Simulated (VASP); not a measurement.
Input of a VASP 6.6.1 run:

File INCAR:

```
SYSTEM = Si
PREC = Accurate ; ENCUT = 520
EDIFF = 1E-6 ; ISMEAR = -1
SIGMA = 0.05 ; LREAL = .False.
LASPH = .True. ; NELM = 60
ALGO = Normal ; ISIF = 2
LWAVE = .False. ; LCHARG = .False.
GGA = RP ; NBANDS = 11
```

The input KPOINTS:

```
Automatic mesh
0
Gamma
  8 8 8
  0 0 0
```

POSCAR

```
Si
1.0
    0.0000000000      2.7505871148      2.7505871148
    2.7505871148      0.0000000000      2.7505871148
    2.7505871148      2.7505871148      0.0000000000
Si
2
Direct
    0.5000000000      0.5000000000      0.5000000000
    0.7500000000      0.7500000000      0.7500000000
```

Potentials or basis: VASP PAW PBE potentials, release 64 (Si).

Command:

```bash
$ cat potpaw_PBE.64/Si/POTCAR > POTCAR
$ mpirun -np 1 vasp_std > vasp.out
```

**Question.** Predict the band gap on the k mesh.

**Answer.** 0.74 eV, indirect (least direct gap 2.55 eV).

**Question.** Predict the pressure.

**Answer.** -0.2 GPa.

Caveat: the PAW data sets were made with another functional, which shifts forces and pressure a little. As with any semilocal functional, this RPBE gap is likely too small.
